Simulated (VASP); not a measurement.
The system is Ca2Ge2N.

```
Ca Ge N
1.0
     4.40273    0.00000    0.00000
    -2.20136    3.81287    0.00000
     0.00000    0.00000    6.03885
Ca Ge N
2 2 1
Direct
  0.00000 0.00000 0.88561
  0.33333 0.66667 0.33375
  0.33333 0.66667 0.88614
  0.00000 0.00000 0.19972
  0.66667 0.33333 0.65876
```

The cell was built from a structure type or drawn by symmetry, and may not be a known phase.

```yaml
Program: VASP 6.6.1
Task: relaxation of cell and atoms
Functional: PBE
Potentials_or_basis: VASP PAW PBE potentials, release 64 (Ca_sv, Ge_d, N)
Cutoff: 600 eV
k_mesh: 6 × 6 × 4
Occupations: gaussian, width 0.1 eV
Spin: no spin polarisation
```

At the start: pressure 21.7 GPa; volume 20.27 Å³/atom.

**Question.** Where does the relaxation end?

**Answer.** Over 27 steps the energy falls by 2304.5 meV/atom and the volume is 20.58 Å³/atom (+1.5 %); space group P3m1 (No. 156, to 0.1 Å) before, P-3m1 (No. 164, to 0.1 Å).

The path:
```
step  energy change (eV)  largest force (eV/Å)  pressure (GPa)  volume (Å³)
   1              0.0000               16.3377           21.73       101.37
   2             -4.7157                1.1414           -3.07       145.91
   3             -5.1888                1.8530            0.73       122.66
   4             -5.1901                1.8880            0.82       122.21
   5             -5.1884                2.0267            1.30       120.69
   6             -5.9148                1.6346           -2.07       125.07
   7             -6.1172                0.9693           -5.27       133.31
   8             -6.2153                1.1068           -4.62       130.34
   9             -6.8811                1.1225           -3.08       118.61
  10             -7.1230                1.2961            5.34        96.88
  11             -7.2621                1.1660            1.08       105.10
  12             -7.8249                1.2330            1.26       100.91
  13             -8.5938                2.3080            5.73        89.97
  14             -9.1851                2.2573            2.96        93.87
  15            -10.2843                2.2258           -0.96       105.17
  16             -9.8020                1.6827           -2.06       126.06
  17            -10.5616                1.8887           -1.28       112.39
  18            -11.1087                1.2664           -1.17       111.28
  19            -11.2411                1.0918           -0.90       110.36
  20            -11.4101                0.8186           -0.98       107.48
  21            -11.4825                0.4455           -0.20       102.49
  22            -11.4991                0.2079           -0.49       104.01
  23            -11.5118                0.1466            0.80       101.93
  24            -11.5119                0.1456            0.74       102.04
  25            -11.5206                0.1053           -0.17       103.26
  26            -11.5207                0.1023           -0.24       103.37
  27            -11.5226                0.0360           -0.09       102.92
```

Final structure:
```
Ca Ge N
1.0
     3.81286    0.00000    0.00000
    -1.90643    3.30204    0.00000
     0.00000    0.00000    8.17433
Ca Ge N
2 2 1
Direct
  0.00000 0.00000 0.73948
  0.33333 0.66667 0.44621
  0.33333 0.66667 0.02546
  0.00000 0.00000 0.15931
  0.66667 0.33333 0.59353
```

Caveat: a cell axis changed by over 15 % at a fixed basis, so the end point is rough.
